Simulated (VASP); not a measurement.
The system is Sc.

```xyz
1
Lattice="3.2020 0.0000 0.0000 1.5021 2.8441 0.0000 1.5490 0.9264 2.6742" Properties=species:S:1:pos:R:3 pbc="T T T"
Sc    0.0000    0.0000    0.0000
```

Base run:

* Program: VASP 6.6.1
* Functional: RPBE
* Potentials or basis: VASP PAW PBE potentials, release 64 (Sc_sv)
* Cutoff: 520 eV
* k mesh: 10 × 10 × 10
* Occupations: gaussian, width 0.05 eV
* Spin: no spin polarisation

Its results: band gap on the k mesh zero (an odd number of electrons rules out a gap without spin polarisation); pressure 2.8 GPa.

Problem. The run is repeated on the same cell with these changes: functional from RPBE to PBE; occupations from gaussian, width 0.05 eV to gaussian, width 0.1 eV. What comes out?

Solution. Band gap on the k mesh zero (an odd number of electrons rules out a gap without spin polarisation); pressure 0.7 GPa.

Caveats: the PAW data sets were made with another functional, which shifts forces and pressure a little (at least some runs).
